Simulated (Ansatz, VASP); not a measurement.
**One calculation of Sn3Te, two programs**

```
CELL_PARAMETERS angstrom
-2.30090 2.30090 5.51649
2.30090 -2.30090 5.51649
2.30090 2.30090 -5.51649
ATOMIC_POSITIONS crystal
Te 0.00000 0.00000 0.00000
Sn 0.50000 0.50000 0.00000
Sn 0.25000 0.75000 0.50000
Sn 0.75000 0.25000 0.50000
```

Alike in both runs: task single point; functional PBE; k mesh 8 × 8 × 8; occupations fermi-dirac, width 0.05 eV; no spin polarisation.

|  | VASP | Ansatz |
| --- | --- | --- |
| version | VASP 6.6.1 | Ansatz 0.2.0 |
| potentials or method | VASP PAW PBE potentials, release 64 (Te, Sn_d) | Ansatz PAW |
| plane-wave cutoff (eV) | 520 | 420 |
| valence electrons in the cell | 48 | 58 |

Ansatz gave:

* gap on the k mesh at the Fermi level (eV): none
* pressure (GPa): -0.4
* traceless stress, the component that is largest in VASP (GPa): -0.19

**Question.** What did VASP give for the same quantities?

**Answer.** gap on the k mesh at the Fermi level (eV): none; pressure (GPa): -0.5; traceless stress, the component that is largest in VASP (GPa): -0.19.

A gap of «none» marks a metal or a gap that the smearing closes. VASP's potentials hold 48 valence electrons a cell and Ansatz's 58, so a difference there can come from the potentials and not from the codes.

Spin-orbit coupling is off throughout.
